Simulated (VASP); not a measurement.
# Mg (I4/mmm) in VASP: notebook

The runs below take Mg through single point, with LDA.

Everything below comes from runs of VASP 6.6.1. Logs are shortened: lines on timing, memory, paths and dates and some standing lists are left out, and cuts for length are marked.

### 1 The cell of the first run

Symmetry: I4/mmm, No. 139, tetragonal system. The conventional cell has a = 3.672 Å, b = 3.672 Å, c = 3.359 Å, α = 90.00°, β = 90.00°, γ = 90.00°. Mg (site symmetry 4/mmm) has 14 Mg at 3.09 to 3.67 Å within 4.1 Å.

### 2 Single point, LDA

INCAR

```
ALGO = Normal
EDIFF = 1E-6
ENCUT = 520
GGA = CA
ISIF = 2
ISMEAR = 0
LASPH = T
LCHARG = F
LREAL = F
LWAVE = F
NBANDS = 7
NELM = 100
PREC = Accurate
SIGMA = 0.15
```

KPOINTS

```
k-points
0
Gamma
  20 20 20
```

POSCAR

```
Mg
1.0
   -1.8359916300      1.8359916300      1.6794040200
    1.8359916300     -1.8359916300      1.6794040200
    1.8359916300      1.8359916300     -1.6794040200
Mg
1
Direct
    0.0000000000      0.0000000000      0.0000000000
```

Potentials or basis: VASP PAW LDA potentials, release 64 (Mg).

Launch:

```sh
$ cat potpaw_LDA.64/Mg/POTCAR > POTCAR
$ mpirun -np 1 vasp_std > vasp.out
```

OUTCAR:

```text
EDIFF = 1E-6
   ENCUT = 520
   GGA = CA
   ISIF = 2
   ISMEAR = 0
   LASPH = T
   LREAL = F
   NELM = 100
   PREC = Accurate

 ion  position               nearest neighbor table
   1  0.000  0.000  0.000-

  LATTYP: Found a body centered tetragonal cell.
 ALAT       =     3.6719832600
 C/A-ratio  =     0.9147122419

  Lattice vectors:

 A1 = (  -1.8359916300,   1.8359916300,   1.6794040200)
 A2 = (   1.8359916300,  -1.8359916300,   1.6794040200)
 A3 = (   1.8359916300,   1.8359916300,  -1.6794040200)

Analysis of symmetry for initial positions (statically):
=====================================================================
 Subroutine PRICEL returns:
 Original cell was already a primitive cell.

 Routine SETGRP: Setting up the symmetry group for a
 body centered tetragonal supercell.

 Subroutine GETGRP returns: Found 16 space group operations
 (whereof 16 operations were pure point group operations)
 out of a pool of 16 trial point group operations.

The static configuration has the point symmetry D_4h.

Analysis of symmetry for dynamics (positions and initial velocities):
=====================================================================
 Subroutine PRICEL returns:
 Original cell was already a primitive cell.

 Routine SETGRP: Setting up the symmetry group for a
 body centered tetragonal supercell.

 Subroutine GETGRP returns: Found 16 space group operations
 (whereof 16 operations were pure point group operations)
 out of a pool of 16 trial point group operations.

The dynamic configuration has the point symmetry D_4h.

 Subroutine INISYM returns: Found 16 space group operations
 (whereof 16 operations are pure point group operations),
 and found     1 'primitive' translations

----------------------------------------------------------------------------------------

                                     Primitive cell

  volume of cell :      22.6442

  direct lattice vectors                    reciprocal lattice vectors
    -1.835991630  1.835991630  1.679404020     0.000000000  0.272332396  0.297724665
     1.835991630 -1.835991630  1.679404020     0.272332396  0.000000000  0.297724665
     1.835991630  1.835991630 -1.679404020     0.272332396  0.272332396  0.000000000

  length of vectors
     3.092269133  3.092269133  3.092269133     0.403490905  0.403490905  0.385136168

  position of ions in fractional coordinates (direct lattice)
     0.000000000  0.000000000  0.000000000

  ion indices of the primitive-cell ions
   primitive index   ion index
                 1           1

----------------------------------------------------------------------------------------

 KPOINTS: k-points

Automatic generation of k-mesh.
 Grid dimensions read from file:
 generate k-points for:   20   20   20

 Generating k-lattice:

  Cartesian coordinates                     Fractional coordinates (reciprocal lattice)
     0.000000000  0.013616620  0.014886233     0.050000000  0.000000000 -0.000000000
     0.013616620  0.000000000  0.014886233     0.000000000  0.050000000 -0.000000000
     0.013616620  0.013616620  0.000000000     0.000000000  0.000000000  0.050000000

  Length of vectors
     0.020174545  0.020174545  0.019256808

  Shift w.r.t. Gamma in fractional coordinates (k-lattice)
     0.000000000  0.000000000  0.000000000

 Subroutine IBZKPT returns following result:
 ===========================================

 Found    641 irreducible k-points:

 Following reciprocal coordinates:
            Coordinates               Weight
  0.000000  0.000000  0.000000      1.000000
  0.050000  0.000000 -0.000000      8.000000
  0.100000  0.000000 -0.000000      8.000000
  0.150000  0.000000 -0.000000      8.000000
  0.200000  0.000000 -0.000000      8.000000
  0.250000  0.000000 -0.000000      8.000000
[... 16 lines left out ...]
 -0.400000  0.050000  0.000000     16.000000
 -0.350000  0.050000  0.000000     16.000000
 [... further k-points ...]
   k-points           NKPTS =    641   k-points in BZ     NKDIM =    641   number of bands    NBANDS=      7
   number of dos      NEDOS =    301   number of ions     NIONS =      1
   total plane-waves  NPLWV =  13824
   dimension x,y,z NGX =    24 NGY =   24 NGZ =   24
   dimension x,y,z NGXF=    48 NGYF=   48 NGZF=   48
   ions per type =               1
   NGX,Y,Z   is equivalent  to a cutoff of  12.90, 12.90, 12.90 a.u.
   NGXF,Y,Z  is equivalent  to a cutoff of  25.81, 25.81, 25.81 a.u.
 SYSTEM =  unknown system
   PREC   = accura    normal or accurate (medium, high low for compatibility)
   ISTART =      0    job   : 0-new  1-cont  2-samecut
   ICHARG =      2    charge: 1-file 2-atom 10-const
   ISPIN  =      1    spin polarized calculation?
   LNONCOLLINEAR =      F non collinear calculations
   LSORBIT =      F    spin-orbit coupling
   LASPH  =      T    aspherical Exc in radial PAW
   ENCUT  =  520.0 eV  38.22 Ry    6.18 a.u.   5.75  5.75  5.75*2*pi/ulx,y,z
   NELM   =    100;   NELMIN=  2; NELMDL= -5     # of ELM steps
   EDIFF  = 0.1E-05   stopping-criterion for ELM
   LREAL  =      F    real-space projection
   EDIFFG = 0.1E-04   stopping-criterion for IOM
   NSW    =      0    number of steps for IOM
   IBRION =     -1    ionic relax: 0-MD 1-quasi-New 2-CG
   NFREE  =      0    steps in history (QN), initial steepest desc. (CG)
   ISIF   =      2    stress and relaxation
   ISYM   =      2    0-nonsym 1-usesym 2-fastsym
   POTIM  = 0.5000    time-step for ionic-motion
   TEBEG  =    0.0;   TEEND  =   0.0 temperature during run
   PSTRESS=    0.0 pullay stress
   NELECT =       2.0000    total number of electrons
   NUPDOWN=      -1.0000    fix difference up-down
   EMIN   =  10.00;   EMAX   =-10.00  energy-range for DOS
   EFERMI =   0.00;   METHOD = LEGACY
   ISMEAR =     0;   SIGMA  =   0.15  broadening in eV -4-tet -1-fermi 0-gaus
   EFERMI_NEDOS =   21; number of points for ismear=-14 and -15
   IALGO  =     38    algorithm
   IMIX   =      4    mixing-type and parameters
     AMIX     =   0.40;   BMIX     =  1.00
     AMIX_MAG =   1.60;   BMIX_MAG =  1.00
  volume/ion in A,a.u.               =      22.64       152.81
  Fermi-wavevector in a.u.,A,eV,Ry     =   0.729065  1.377732  7.231974  0.531535
  Thomas-Fermi vector in A             =   1.820694
   LORBIT       =      0    0 simple, 1 ext, 2 COOP (PROOUT), +10 PAW based schemes
   GGA     = CA    functional components
   LHFCALC =     F    Hartree Fock is set to
   AEXX    =    0.0000 exact exchange contribution
   IVDW    =     0    specifies the selected vdW correction
   LEPSILON=     F    determine dielectric tensor
   LRPA    =     F    only Hartree local field effects (RPA)
 non-spin polarized calculation
 Gauss-broadening in eV      SIGMA  =   0.15
  energy-cutoff  :      520.00
  volume of cell :       22.64
 maximum number of plane-waves:       624
   NGX = 11   NGY = 11   NGZ = 11

 number of electron       2.0000000 magnetization

 Free energy of the ion-electron system (eV)
  ---------------------------------------------------
  ext. energy  EPLUGINS =         0.00000000
  ---------------------------------------------------
  free energy    TOTEN  =        -1.77658585 eV

  energy without entropy =       -1.77236121  energy(sigma->0) =       -1.77447353

 E-fermi :   2.5661     XC(G=0):  -8.7265

 val. band max:        2.5661027813   @ k =   0.4000   0.2000  -0.0000
 cond. band min:       2.5765436604   @ k =  -0.3500   0.4500   0.3500
 fundamental gap:      0.0104408791
 Fermi energy:         2.5661069609

 k-point     1 :       0.0000    0.0000    0.0000
  band No.  band energies     occupation
      1      -4.4351      2.00000
      2      14.4476      0.00000
      3      16.2758      0.00000
      4      16.2758      0.00000
      5      16.6858      0.00000
      6      16.7486      0.00000
      7      16.7486      0.00000

 k-point     2 :       0.0500    0.0000   -0.0000
  band No.  band energies     occupation
      1      -4.3738      2.00000
      2      14.1464      0.00000
      3      15.4809      0.00000
      4      15.8733      0.00000
      5      15.9524      0.00000
      6      17.1780      0.00000
      7      17.3494      0.00000

 k-point     3 :       0.1000    0.0000   -0.0000
  band No.  band energies     occupation
      1      -4.1900      2.00000
      2      13.5495      0.00000
      3      13.8384      0.00000
      4      15.1044      0.00000
      5      15.2385      0.00000
      6      17.1350      0.00000
      7      17.9632      0.00000

 k-point     4 :       0.1500    0.0000   -0.0000
  band No.  band energies     occupation
      1      -3.8844      2.00000
      2      12.0606      0.00000
      3      12.9288      0.00000
      4      14.2999      0.00000
      5      14.5667      0.00000
      6      16.4623      0.00000
      7      18.3990      0.00000

 k-point     5 :       0.2000    0.0000   -0.0000
  band No.  band energies     occupation
      1      -3.4583      2.00000
      2      10.3065      0.00000
      3      12.3629      0.00000
      4      13.5595      0.00000
      5      13.9652      0.00000
      6      15.8386      0.00000
      7      18.7562      0.00000

 k-point     6 :       0.2500    0.0000   -0.0000
  band No.  band energies     occupation
      1      -2.9133      2.00000
      2       8.6199      0.00000
      3      11.8750      0.00000
      4      12.9154      0.00000
      5      13.4496      0.00000
      6      15.2728      0.00000
      7      19.1202      0.00000

 k-point     7 :       0.3000    0.0000   -0.0000
  band No.  band energies     occupation
      1      -2.2515      2.00000
      2       7.0174      0.00000
      3      11.4733      0.00000
      4      12.3802      0.00000
      5      13.0269      0.00000
      6      14.7808      0.00000
      7      19.5441      0.00000

 k-point     8 :       0.3500    0.0000   -0.0000
  band No.  band energies     occupation
      1      -1.4758      2.00000
      2       5.5076      0.00000
      3      11.1605      0.00000
      4      11.9599      0.00000
      5      12.6996      0.00000
      6      14.3788      0.00000
      7      20.0423      0.00000

 k-point     9 :       0.4000    0.0000    0.0000
  band No.  band energies     occupation
      1      -0.5905      2.00000
      2       4.0973      0.00000
      3      10.9373      0.00000
      4      11.6578      0.00000
      5      12.4675      0.00000
      6      14.0808      0.00000
      7      20.6051      0.00000

 k-point    10 :       0.4500    0.0000   -0.0000
  band No.  band energies     occupation
      1       0.3918      2.00000
      2       2.7996      0.02768
      3      10.8036      0.00000
      4      11.4758      0.00000
      5      12.3292      0.00000
      6      13.8975      0.00000
      7      21.1742      0.00000

 k-point    11 :       0.5000    0.0000   -0.0000
  band No.  band energies     occupation
      1       1.2316      2.00000
      2       1.8547      2.00000
      3      10.7591      0.00000
      4      11.4150      0.00000
      5      12.2833      0.00000
      6      13.8356      0.00000
      7      21.4862      0.00000
[... 51 lines left out ...]
 k-point    17 :       0.3000    0.0500   -0.0000
  band No.  band energies     occupation
      1      -1.8012      2.00000
      2       6.2219      0.00000
      3      10.9124      0.00000
      4      11.7265      0.00000
      5      13.4538      0.00000
      6      14.8150      0.00000
      7      18.8740      0.00000

 k-point    18 :       0.3500    0.0500   -0.0000
  band No.  band energies     occupation
      1      -0.9655      2.00000
      2       4.7664      0.00000
      3      10.5231      0.00000
      4      11.4926      0.00000
      5      13.1047      0.00000
      6      14.5602      0.00000
      7      19.4159      0.00000

 k-point    19 :       0.4000    0.0500    0.0000
  band No.  band energies     occupation
      1      -0.0251      2.00000
      2       3.4152      0.00000
      3      10.2378      0.00000
      4      11.3640      0.00000
      5      12.8500      0.00000
      6      14.4101      0.00000
      7      20.0431      0.00000

 k-point    20 :       0.4500    0.0500   -0.0000
  band No.  band energies     occupation
      1       0.9790      2.00000
      2       2.2102      1.99921
      3      10.0586      0.00000
      4      11.3400      0.00000
      5      12.6932      0.00000
      6      14.3702      0.00000
      7      20.7230      0.00000

 k-point    21 :       0.5000    0.0500    0.0000
  band No.  band energies     occupation
      1       0.8934      2.00000
      2       2.3048      1.98625
      3       9.9863      0.00000
      4      11.4200      0.00000
      5      12.6372      0.00000
      6      14.4424      0.00000
      7      21.3368      0.00000

 k-point    22 :      -0.4500    0.0500    0.0000
  band No.  band energies     occupation
      1      -0.1121      2.00000
      2       3.5290      0.00000
      3      10.0212      0.00000
      4      11.6035      0.00000
      5      12.6850      0.00000
      6      14.6250      0.00000
      7      21.5094      0.00000

 k-point    23 :      -0.4000    0.0500    0.0000
  band No.  band energies     occupation
      1      -1.0440      2.00000
      2       4.8890      0.00000
      3      10.1627      0.00000
      4      11.8889      0.00000
      5      12.8389      0.00000
      6      14.9139      0.00000
      7      21.1696      0.00000

 k-point    24 :      -0.3500    0.0500    0.0000
  band No.  band energies     occupation
      1      -1.8700      2.00000
      2       6.3514      0.00000
      3      10.4103      0.00000
      4      12.2740      0.00000
      5      13.1009      0.00000
      6      15.3020      0.00000
      7      20.7147      0.00000

 [... further k-points ...]

------------------------ aborting loop because EDIFF is reached ----------------------------------------

  FORCE on cell =-STRESS in cart. coord.  units (eV):
  Direction    XX          YY          ZZ          XY          YZ          ZX
  --------------------------------------------------------------------------------------
  -------------------------------------------------------------------------------------
  Total       -0.2791669     -0.2791669     -0.2518320      0.0000000     -0.0000000      0.0000000
  in kB      -19.7523150    -19.7523150    -17.8182467      0.0000000     -0.0000000      0.0000000
  external PRESSURE =     -19.1076256 kB  Pullay stress =       0.0000000 kB

 VOLUME and BASIS-vectors are now :
 -----------------------------------------------------------------------------
  energy-cutoff  :      520.00
  volume of cell :       22.64
      direct lattice vectors                 reciprocal lattice vectors
    -1.835991630  1.835991630  1.679404020     0.000000000  0.272332396  0.297724665
     1.835991630 -1.835991630  1.679404020     0.272332396  0.000000000  0.297724665
     1.835991630  1.835991630 -1.679404020     0.272332396  0.272332396  0.000000000

 POSITION                                       TOTAL-FORCE (eV/Angst)
 -----------------------------------------------------------------------------------
      0.00000      0.00000      0.00000         0.000000      0.000000      0.000000
 -----------------------------------------------------------------------------------
    total drift:                                0.000000      0.000000      0.000000

  FREE ENERGIE OF THE ION-ELECTRON SYSTEM (eV)
  ---------------------------------------------------
  free  energy   TOTEN  =        -1.7765858506 eV

  energy  without entropy=       -1.7723612101  energy(sigma->0) =       -1.77447353
```

Wall time 23 s (1 thread of Intel Xeon Platinum 8375C at 2.90GHz (Ice Lake), shared host); peak memory 0.21 GiB.

Results:

```
Free energy            : -1.7766 eV
Pressure               : -1.9 GPa
Band gap on the k mesh : zero (bands 1 and 2 overlap by 4.55 eV)
```

(Part 1 of 2 ends here.)
